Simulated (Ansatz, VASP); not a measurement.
# SiC in VASP and in Ansatz

INCAR

```
SYSTEM = SiC
ALGO     = Normal         ! electronic algorithm
EDIFF    = 1E-7           ! SCF threshold, eV
ENCUT    = 520            ! plane-wave cutoff, eV
ISIF     = 2              ! what is computed and relaxed
ISMEAR   = 0              ! smearing method
LASPH    = .TRUE.         ! aspherical terms in the spheres
LCHARG   = .FALSE.        ! write CHGCAR
LREAL    = .FALSE.        ! projectors in reciprocal space
LWAVE    = .FALSE.        ! write WAVECAR
NBANDS   = 16             ! bands
NELM     = 80             ! most SCF steps
PREC     = Accurate       ! precision mode
SIGMA    = 0.05           ! smearing width, eV
```

The input KPOINTS:

```
k-points
0
G
  12 12 6
  0 0 0
```

The input POSCAR:

```
SiC
1.0
    3.0294870667      0.0000000000      0.0000000000
   -1.5147435334      2.6236127602      0.0000000000
    0.0000000000      0.0000000000      5.1049886560
Si C
2 2
Direct
    0.3333333333      0.6666666667      0.0046041256
    0.6666666667      0.3333333333      0.5046041256
    0.3333333333      0.6666666667      0.3803958744
    0.6666666667      0.3333333333      0.8803958744
```

Input for Ansatz:

```yaml
crystal:
  lattice:
    - [3.0294870667, 0.0, 0.0]
    - [-1.5147435334, 2.6236127602, 0.0]
    - [0.0, 0.0, 5.104988656]
  atoms:
    - { symbol: Si, position: [0.3333333333, 0.6666666667, 0.0046041256] }
    - { symbol: Si, position: [0.6666666667, 0.3333333333, 0.5046041256] }
    - { symbol: C, position: [0.3333333333, 0.6666666667, 0.3803958744] }
    - { symbol: C, position: [0.6666666667, 0.3333333333, 0.8803958744] }
basis:
  ecutwfc: 520.0
kpoints:
  mp_grid: { grid: [12, 12, 6] }
hamiltonian:
  xc: lda
  pseudopotentials: { kind: paw, azcp: { folder: soft_1 } }
scf:
  occupations: { method: gaussian, width: 0.05 }
output:
  forces: true
  stress: true
  eigenvalues: true
```

Alike in both runs: task single point; functional LDA; k mesh 12 × 12 × 6; occupations gaussian, width 0.05 eV; no spin polarisation.

|  | VASP | Ansatz |
| --- | --- | --- |
| version | VASP 6.6.1 | Ansatz 0.2.0 |
| potentials or method | VASP PAW LDA potentials, release 64 (Si, C), cutoff 520 eV | scalar-relativistic, plane waves, PAW |
| valence electrons in the cell | 16 | 16 |

```csv
,VASP,Ansatz,Ansatz less VASP
gap on the k mesh at the Fermi level (eV),2.01,2.03,+0.017
least direct gap on the mesh (eV),4.15,4.16,+0.013
pressure (GPa),0.7,0.3,-0.41
"traceless stress, the component that is largest in VASP (GPa)",-10.00,-9.96,+0.043
rms of the force components (eV/Å),0.137,0.136,-0.0009
```

Ansatz warns that its potentials were made for another functional, while VASP's fit it. LDA's correlation is that of Perdew and Zunger in VASP and of Perdew and Wang (1992) in Ansatz. Atom by atom the forces differ by 0.001 eV/Å (rms over components).
